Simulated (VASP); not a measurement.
Write the native input for VASP 6.6.1 that does the following.

* Task: relaxation of cell and atoms
* Functional: PBEsol
* Potentials or basis: VASP PAW PBE potentials, release 64 (In_d)
* Cutoff: 600 eV
* k mesh: 8 × 8 × 8
* Occupations: fermi-dirac, width 0.1 eV
* Spin: no spin polarisation
* Dipole correction: no
* Further INCAR settings: ALGO = Normal; EDIFF = 1e-06; IBRION = 2; EDIFFG = -0.01; NSW = 80; ISIF = 3

The structure of In lies in POSCAR:

```
In
1.0
    0.0000000000      3.2801942926      3.2801942926
    3.2801942926      0.0000000000      3.2801942926
    3.2801942926      3.2801942926      0.0000000000
In
2
Direct
    0.1250000000      0.1250000000      0.1250000000
    0.8750000000      0.8750000000      0.8750000000
```

This isn't the form of In at room conditions, which is tetragonal.

The input as run:

INCAR

```
SYSTEM = In
PREC = Accurate
ENCUT = 600
EDIFF = 1E-6
ISMEAR = -1
SIGMA = 0.1
LREAL = .FALSE.
LASPH = .TRUE.
NELM = 60
ALGO = Normal
ISIF = 3
LWAVE = .FALSE.
LCHARG = .FALSE.
GGA = PS
IBRION = 2
NSW = 80
EDIFFG = -0.01
```

KPOINTS

```
Automatic mesh
0
G
  8 8 8
  0 0 0
```

Potentials or basis: VASP PAW PBE potentials, release 64 (In_d).

Command:

```bash
$ cat potpaw_PBE.64/In_d/POTCAR > POTCAR
$ mpirun -np 1 vasp_std > vasp.out
```

Results of the run:

```
Pressure after relaxing : 0.0 GPa
Band gap on the k mesh  : zero (bands 13 and 14 overlap by 3.66 eV)
```

Caveat: the relaxation stopped at its first step, so nothing moved; the PAW data sets were made with another functional, which shifts forces and pressure a little; spin-orbit coupling is left out, which moves the levels of the heavy elements.

Wall time 48 s on 1 thread of Intel Xeon 8259CL, with other jobs on the host, peak memory 0.24 GiB.
